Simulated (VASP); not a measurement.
BN:

```
B N
1.0
     2.49824    0.00000    0.00000
    -1.24912    2.16354    0.00000
     0.00000    0.00000    6.63570
B N
2 2
Direct
  0.33333 0.66667 0.25000
  0.66667 0.33333 0.75000
  0.33333 0.66667 0.75000
  0.66667 0.33333 0.25000
```

Base run:

- Program: VASP 6.6.1
- Functional: RPBE
- Potentials or basis: VASP PAW PBE potentials, release 64 (B, N)
- Cutoff: 600 eV
- k mesh: 9 × 9 × 3
- Occupations: gaussian, width 0.01 eV
- Spin: no spin polarisation

Its results: band gap on the k mesh 4.53 eV (least direct gap 4.80 eV); pressure 9.0 GPa.

Task: The run is repeated on the same cell with these changes: functional from RPBE to r2SCAN; cutoff from 600 eV to 660 eV. What comes out?

Result: Band gap on the k mesh 5.05 eV (least direct gap 5.33 eV); pressure 1.6 GPa.

Caveats: the PAW data sets were made with another functional, which shifts forces and pressure a little; an odd mesh through Γ misses points on the zone boundary, where band edges can lie; the cell stands under pressure (at least some runs); this functional lacks dispersion, which binds the layers, so the pressure and a relaxed spacing across them are unreliable (at least some runs).
